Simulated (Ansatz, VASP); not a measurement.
Two plane-wave programs on Sn3Te

Contents of INCAR:

```
PREC = Accurate
ENCUT = 520
EDIFF = 1E-7
ISMEAR = 0
SIGMA = 0.1
LREAL = False
LASPH = True
NELM = 100
ALGO = Fast
ISIF = 2
LWAVE = False
LCHARG = False
GGA = PS
NBANDS = 32
```

The input KPOINTS:

```
Automatic mesh
0
Gamma
  10 10 10
```

The input POSCAR:

```
Sn3Te
1.0
    5.0847696149      0.0000000000      0.0000000000
    0.0000000000      5.0847696149      0.0000000000
    0.0000000000      0.0000000000      5.0847696149
Sn Te
3 1
Direct
    0.5000000000      0.5000000000      0.0000000000
    0.5000000000      0.0000000000      0.5000000000
    0.0000000000      0.5000000000      0.5000000000
    0.0000000000      0.0000000000      0.0000000000
```

Input for Ansatz:

```yaml
crystal:
  lattice:
    - [5.0847696149, 0.0, 0.0]
    - [0.0, 5.0847696149, 0.0]
    - [0.0, 0.0, 5.0847696149]
  atoms:
    - { symbol: Sn, position: [0.5, 0.5, 0.0] }
    - { symbol: Sn, position: [0.5, 0.0, 0.5] }
    - { symbol: Sn, position: [0.0, 0.5, 0.5] }
    - { symbol: Te, position: [0.0, 0.0, 0.0] }
basis:
  ecutwfc: 420
kpoints:
  mp_grid: { grid: [10, 10, 10] }
hamiltonian:
  xc: pbesol
scf:
  occupations: { method: gaussian, width: 0.1 }
output:
  forces: true
  stress: true
  eigenvalues: true
```

Alike in both runs: task single point; functional PBEsol; k mesh 10 × 10 × 10; occupations gaussian, width 0.1 eV; no spin polarisation.

```csv
,VASP,Ansatz
version,VASP 6.6.1,Ansatz 0.2.0
potentials or method,"VASP PAW PBE potentials, release 64 (Sn_d, Te), cutoff 520 eV","scalar-relativistic, plane waves, PAW"
valence electrons in the cell,48,58
```

|  | VASP | Ansatz | Ansatz less VASP |
| --- | --- | --- | --- |
| gap on the k mesh at the Fermi level (eV) | none | none | - |
| pressure (GPa) | -6.3 | -6.3 | +0.06 |

VASP's potentials were made for PBE, not for PBEsol. A gap of «none» marks a metal or a gap that the smearing closes. VASP's potentials hold 48 valence electrons a cell and Ansatz's 58, so a difference there can come from the potentials and not from the codes.

Spin-orbit coupling is off throughout.
